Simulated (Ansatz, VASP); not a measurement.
Two plane-wave programs on Li2Se

```
Li Se
1.0
     0.00000    3.06139    3.06139
     3.06139    0.00000    3.06139
     3.06139    3.06139    0.00000
Li Se
2 1
Direct
  0.25000 0.25000 0.25000
  0.75000 0.75000 0.75000
  0.00000 0.00000 0.00000
```

Alike in both runs: task single point; functional PBE; k mesh 8 × 8 × 8; occupations gaussian, width 0.02 eV; no spin polarisation.

|  | VASP | Ansatz |
| --- | --- | --- |
| version | VASP 6.6.1 | Ansatz 0.2.0 |
| potentials or method | VASP PAW PBE potentials, release 64 (Li_sv, Se), cutoff 750 eV | scalar-relativistic, plane waves, PAW |
| valence electrons in the cell | 12 | 22 |

```tsv
	VASP	Ansatz	Ansatz less VASP
gap on the k mesh at the Fermi level (eV)	3.02	3.02	+0.005
least direct gap on the mesh (eV)	3.15	3.14	-0.002
pressure (GPa)	-1.8	-1.7	+0.06
```

With one functional, cell and mesh, what is left measures potentials, basis and numerics. VASP's potentials hold 12 valence electrons a cell and Ansatz's 22, so a difference there can come from the potentials and not from the codes.
